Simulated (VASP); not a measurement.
The system is BaTe.

```
Ba Te
1.0
     5.97021    0.00000    0.00000
    -2.98511    5.17035    0.00000
     0.00000    0.00000    7.00243
Ba Te
2 2
Direct
  0.66667 0.33333 0.06259
  0.33333 0.66667 0.56259
  0.66667 0.33333 0.56261
  0.33333 0.66667 0.06261
```

Base run:

```yaml
Program: VASP 6.6.1
Functional: PBE
Potentials_or_basis: VASP PAW PBE potentials, release 64 (Ba_sv, Te)
Cutoff: 520 eV
k_mesh: 8 × 8 × 4
Occupations: gaussian, width 0.05 eV
Spin: no spin polarisation
```

Its results: band gap on the k mesh 1.92 eV (least direct gap 2.22 eV); pressure 0.3 GPa.

Question: The run is repeated on the same cell with these changes: functional from PBE to RPBE; further incar settings from ALGO = Normal; EDIFF = 1e-06; NBANDS = 24 to ALGO = Normal; EDIFF = 1e-07; NBANDS = 24. What comes out?

Answer: Band gap on the k mesh 2.04 eV (least direct gap 2.34 eV); pressure 1.2 GPa.

Caveats: spin-orbit coupling is left out, which moves the levels of the heavy elements; the PAW data sets were made with another functional, which shifts forces and pressure a little (at least some runs).

A k mesh can miss the band edges.
